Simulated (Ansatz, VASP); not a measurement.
One calculation of Se, two programs

Contents of POSCAR:

```
Se
1.0
    4.3551700000      0.0000000000      0.0000000000
   -2.1775850000      3.7716878578      0.0000000000
    0.0000000000      0.0000000000      4.9494500000
Se
3
Direct
    0.7830000000      0.7830000000      0.5000000000
    0.0000000000      0.2170000000      0.8333333333
    0.2170000000      0.0000000000      0.1666666667
```

File INCAR.step1:

```
PREC = Accurate
ENCUT = 400
EDIFF = 1E-5
ISMEAR = 0
SIGMA = 0.01
LREAL = False
LASPH = True
NELM = 120
ALGO = Normal
ISIF = 2
LWAVE = True
LCHARG = False
GGA = PE
NBANDS = 16
GGA_COMPAT = False
```

Contents of INCAR.step2:

```
PREC = Accurate
ENCUT = 400
EDIFF = 1E-6
ISMEAR = 0
SIGMA = 0.01
LREAL = False
LASPH = True
NELM = 120
ALGO = Normal
ISIF = 2
LWAVE = False
LCHARG = False
GGA = PE
LHFCALC = True
AEXX = 0.25
PRECFOCK = Normal
ISTART = 1
NBANDS = 16
GGA_COMPAT = False
```

File KPOINTS:

```
Automatic mesh
0
Gamma
  5 5 4
```

Input for Ansatz:

```yaml
crystal:
  lattice:
    - [4.35517, 0.0, 0.0]
    - [-2.177585, 3.7716878578, 0.0]
    - [0.0, 0.0, 4.94945]
  atoms:
    - { symbol: Se, position: [0.783, 0.783, 0.5] }
    - { symbol: Se, position: [0.0, 0.217, 0.8333333333] }
    - { symbol: Se, position: [0.217, 0.0, 0.1666666667] }
hamiltonian:
  xc: pbe0
  pseudopotentials: { kind: paw }
kpoints:
  mp_grid: { grid: [5, 5, 4] }
scf:
  occupations: { method: gaussian, width: 0.01 }
  exx: { ecutfock_ratio: 4 }
basis:
  ecutwfc: 600
output:
  eigenvalues: true
  forces: true
```

Alike in both runs: task single point; functional PBE0; k mesh 5 × 5 × 4; occupations gaussian, width 0.01 eV; no spin polarisation.

```csv
,VASP,Ansatz
version,VASP 6.6.1,Ansatz 0.2.0
potentials or method,"VASP PAW PBE potentials, release 64 (Se), cutoff 400 eV","scalar-relativistic, plane waves, PAW"
valence electrons in the cell,18,48
```

VASP gave:

```
gap on the k mesh at the Fermi level (eV) : 2.71
rms of the force components (eV/Å)        : 0.340
```

Question: Estimate Ansatz's values.

Answer: gap on the k mesh at the Fermi level (eV): 2.70; rms of the force components (eV/Å): 0.354.

Atom by atom the forces differ by 0.014 eV/Å (rms over components). VASP's potentials hold 18 valence electrons a cell and Ansatz's 48, so a difference there can come from the potentials and not from the codes.
